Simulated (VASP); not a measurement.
# Al3B2As (P-62m) in VASP: notebook, part 2 of 2

VASP 6.6.1.

### 6 Relaxation of cell and atoms, PBE

This run uses another cell than the first one, of 15.04 Å³/atom.

INCAR reads:

```
SYSTEM = Al3B2As
  PREC = Accurate
  ENCUT = 600
  EDIFF = 1E-6
  ISMEAR = 0
  SIGMA = 0.1
  LREAL = .FALSE.
  LASPH = .TRUE.
  NELM = 60
  ALGO = Normal
  ISIF = 3
  LWAVE = .FALSE.
  LCHARG = .FALSE.
  GGA = PE
  IBRION = 2
  NSW = 90
  EDIFFG = -0.04
```

KPOINTS reads:

```
regular mesh
0
G
  6 6 4
  0 0 0
```

POSCAR reads:

```
Al3B2As
1.0
    4.8584535800      0.0000000000      0.0000000000
   -2.4292267900      4.2075442200      0.0000000000
    0.0000000000      0.0000000000      4.4148375800
Al B As
3 2 1
Direct
    0.7696222000      0.0000000000      0.5000000000
    0.0000000000      0.7696222000      0.5000000000
    0.2303778000      0.2303778000      0.5000000000
    0.3333333300      0.6666666700      0.5000000000
    0.6666666700      0.3333333300      0.5000000000
    0.0000000000      0.0000000000      0.0000000000
```

Potentials or basis: VASP PAW PBE potentials, release 64 (Al, B, As).

The run is started by

```sh
> cat potpaw_PBE.64/Al/POTCAR potpaw_PBE.64/B/POTCAR potpaw_PBE.64/As/POTCAR > POTCAR
> mpirun -np 1 vasp_std > vasp.out
```

OUTCAR:

```text
SYSTEM = Al3B2As
   PREC = Accurate
   ENCUT = 600
   EDIFF = 1E-6
   ISMEAR = 0
   LREAL = .FALSE.
   LASPH = .TRUE.
   NELM = 60
   ISIF = 3
   GGA = PE
   IBRION = 2
   NSW = 90
   EDIFFG = -0.04

 ion  position               nearest neighbor table
   1  0.770  0.000  0.500-   5 1.92   4 1.92   2 1.94   3 1.94   6 2.47   6 2.47   2 3.32   3 3.32
                             3 3.32   2 3.32
   2  0.000  0.770  0.500-   4 1.92   5 1.92   3 1.94   1 1.94   6 2.47   6 2.47   1 3.32   3 3.32
                             3 3.32   1 3.32
   3  0.230  0.230  0.500-   4 1.92   5 1.92   2 1.94   1 1.94   6 2.47   6 2.47   1 3.32   2 3.32
                             2 3.32   1 3.32
   4  0.333  0.667  0.500-   2 1.92   1 1.92   3 1.92
   5  0.667  0.333  0.500-   1 1.92   2 1.92   3 1.92
   6  0.000  0.000  0.000-   2 2.47   3 2.47   2 2.47   3 2.47   1 2.47   1 2.47

  LATTYP: Found a hexagonal cell.
 ALAT       =     4.8584535800
 C/A-ratio  =     0.9086919340

  Lattice vectors:
[... 672 lines left out ...]

------------------------ aborting loop because EDIFF is reached ----------------------------------------
[... 75 lines left out ...]
--------------------------------------- Ionic step       39  -------------------------------------------

 number of electron      19.9999998 magnetization

 Free energy of the ion-electron system (eV)
  ---------------------------------------------------
  ext. energy  EPLUGINS =         0.00000000
  ---------------------------------------------------
  free energy    TOTEN  =       -25.97683671 eV

  energy without entropy =      -25.96556275  energy(sigma->0) =      -25.97119973

 E-fermi :   4.5074     XC(G=0):  -9.5250

 val. band max:        4.4729907153   @ k =   0.1667   0.1667   0.5000
 cond. band min:       4.5147732534   @ k =   0.1667   0.0000   0.2500
 fundamental gap:      0.0417825381
 Fermi energy:         4.5073736283

 k-point     1 :       0.0000    0.0000    0.0000
  band No.  band energies     occupation
      1      -8.1723      2.00000
      2      -3.9826      2.00000
      3      -2.1999      2.00000
      4      -1.8611      2.00000
      5      -1.8611      2.00000
      6       0.4770      2.00000
      7       0.4770      2.00000
      8       4.1472      2.00000
      9       4.1472      2.00000
     10       6.4974      0.00000
     11       9.1069      0.00000
     12       9.1069      0.00000
     13      10.1834      0.00000
     14      10.1834      0.00000
[... 371 lines left out ...]
  FREE ENERGIE OF THE ION-ELECTRON SYSTEM (eV)
  ---------------------------------------------------
  free  energy   TOTEN  =       -25.9768367070 eV

  energy  without entropy=      -25.9655627485  energy(sigma->0) =      -25.97119973

 reached required accuracy - stopping structural energy minimisation
```

It took 18 min on 1 thread of AMD EPYC 7R13, shared host; peak memory 0.23 GiB.

Results:

```
Free energy                           : -25.9768 eV
Relaxed volume                        : 17.27 Å³/atom
Relaxed cell                          : a = 6.476 Å, b = 6.476 Å, c = 2.854 Å, α = 90.00°, β = 90.00°, γ = 120.00°
Space group after relaxing (to 0.1 Å) : P-62m (No. 189)
Energy gained by relaxing             : 2041.6 meV/atom
Ionic steps                           : 39
Pressure after relaxing               : 0.0 GPa
Largest force after relaxing          : 0.023 eV/Å
Band gap on the k mesh                : zero (bands 10 and 11 overlap by 3.44 eV)
```

Forces in eV/Å, atoms in the order of the input:
```
Al  -0.023  0.000  0.000
Al   0.011 -0.020  0.000
Al   0.011  0.020  0.000
B    0.000  0.000  0.000
B    0.000  0.000  0.000
As   0.000  0.000  0.000
```

Step by step:
| step | energy change (eV) | largest force (eV/Å) | pressure (GPa) | volume (Å³) |
| --- | --- | --- | --- | --- |
| 1 | 0.0000 | 12.8356 | 60.23 | 90.25 |
| 2 | -8.3867 | 0.3237 | -6.40 | 183.36 |
| 3 | -9.3917 | 1.5452 | 3.90 | 131.59 |
| 4 | -9.4309 | 1.1951 | -0.31 | 144.89 |
| 5 | -9.4420 | 1.2358 | 0.13 | 143.23 |
| 6 | -10.1364 | 0.2934 | -4.34 | 145.20 |
| 7 | -10.2639 | 0.0598 | -5.97 | 145.80 |
| 8 | -10.9013 | 0.2558 | -3.82 | 129.91 |
| 9 | -11.1130 | 0.4883 | -1.35 | 120.32 |
| 10 | -11.1372 | 0.6509 | 0.26 | 115.72 |
| 11 | -11.1374 | 0.6266 | 0.03 | 116.34 |
| 12 | -11.1918 | 0.3723 | 0.23 | 115.50 |
| 13 | -11.2300 | 0.0917 | 0.79 | 113.92 |
| 14 | -11.2494 | 0.1865 | -1.03 | 115.85 |
| 15 | -11.2969 | 0.7958 | -4.31 | 119.51 |
| 16 | -11.2602 | 0.8829 | -9.08 | 126.63 |
| 17 | -11.3269 | 0.9619 | -5.68 | 121.25 |
| 18 | -11.3256 | 0.9278 | -7.63 | 124.14 |
| 19 | -11.3356 | 0.9562 | -6.36 | 122.20 |
| 20 | -11.3365 | 0.9545 | -6.40 | 122.26 |
| 21 | -11.3390 | 0.9509 | -6.53 | 122.43 |
| 22 | -11.3429 | 0.9431 | -6.79 | 122.78 |
| 23 | -11.3464 | 0.9264 | -7.30 | 123.47 |
| 24 | -11.3521 | 0.9231 | -7.29 | 123.40 |
| 25 | -11.3692 | 0.9141 | -7.26 | 123.19 |
| 26 | -11.4032 | 0.8960 | -7.20 | 122.77 |
| 27 | -11.4700 | 0.8590 | -7.10 | 121.94 |
| 28 | -11.5988 | 0.7842 | -6.85 | 120.26 |
| 29 | -11.8319 | 0.6288 | -6.20 | 116.91 |
| 30 | -12.1469 | 0.3018 | -4.26 | 110.18 |
| 31 | -11.4428 | 0.2191 | 5.00 | 96.60 |
| 32 | -12.1841 | 0.2003 | -3.44 | 108.14 |
| 33 | -12.1893 | 0.1459 | -2.93 | 107.01 |
| 34 | -12.2257 | 0.1175 | -1.91 | 105.77 |
| 35 | -12.2483 | 0.0734 | -0.36 | 104.06 |
| 36 | -12.2487 | 0.0650 | -0.08 | 103.78 |
| 37 | -12.2487 | 0.0669 | -0.15 | 103.85 |
| 38 | -12.2490 | 0.0558 | -0.12 | 103.79 |
| 39 | -12.2495 | 0.0228 | -0.02 | 103.64 |

Final structure:
```
CELL_PARAMETERS angstrom
6.47591 0.00000 0.00000
-3.23796 5.60830 0.00000
0.00000 0.00000 2.85352
ATOMIC_POSITIONS crystal
Al 0.65502 0.00000 0.50000
Al 0.00000 0.65502 0.50000
Al 0.34498 0.34498 0.50000
B 0.33333 0.66667 0.50000
B 0.66667 0.33333 0.50000
As 0.00000 0.00000 0.00000
```

Caveat: a cell axis changed by over 15 % at a fixed basis, so the end point is rough.

### 7 Summary

| task | cell | k mesh | cutoff (eV) | gap on the mesh (eV) | pressure (GPa) | relaxed volume (Å³/atom) | largest force (eV/Å) |
| --- | --- | --- | --- | --- | --- | --- | --- |
| single point | a = 6.571, b = 6.571, c = 2.751 Å, angles 90.0, 90.0, 120.0°, 6 atoms, atomic positions A | 3 × 3 × 6 | 520 | none | 0.0 | - | - |
| single point | a = 4.858, b = 4.858, c = 4.415 Å, angles 90.0, 90.0, 120.0°, 6 atoms, atomic positions B | 6 × 6 × 4 | 520 | none | 60.2 | - | 12.84 |
| single point | a = 6.478, b = 6.478, c = 2.853 Å, angles 90.0, 90.0, 120.0°, 6 atoms, atomic positions C | 6 × 6 × 4 | 520 | none | 0.0 | - | 0.02 |
| relaxation of cell and atoms | relaxed from a = 6.478, b = 6.478, c = 2.853 Å, angles 90.0, 90.0, 120.0°, 6 atoms, atomic positions C | 3 × 3 × 6 | 600 | none | 0.1 | 17.12 | 0.03 |
| relaxation of cell and atoms | relaxed from a = 4.858, b = 4.858, c = 4.415 Å, angles 90.0, 90.0, 120.0°, 6 atoms, atomic positions B | 6 × 6 × 4 | 600 | none | 0.0 | 17.27 | 0.02 |

Alike in all rows: level PBE; potentials or basis VASP PAW PBE potentials, release 64 (Al, B, As); no spin polarisation; smearing gaussian 0.1 eV.

Caveats: some runs use coarse meshes; the cell stands under pressure (at least some runs); forces of over 1 eV/Å act on the atoms, so gaps and moduli don't describe the material at rest (at least some runs); a cell axis changed by over 15 % at a fixed basis, so the end point is rough (at least some runs).

Absolute energies hang on the potentials; compare differences alone.
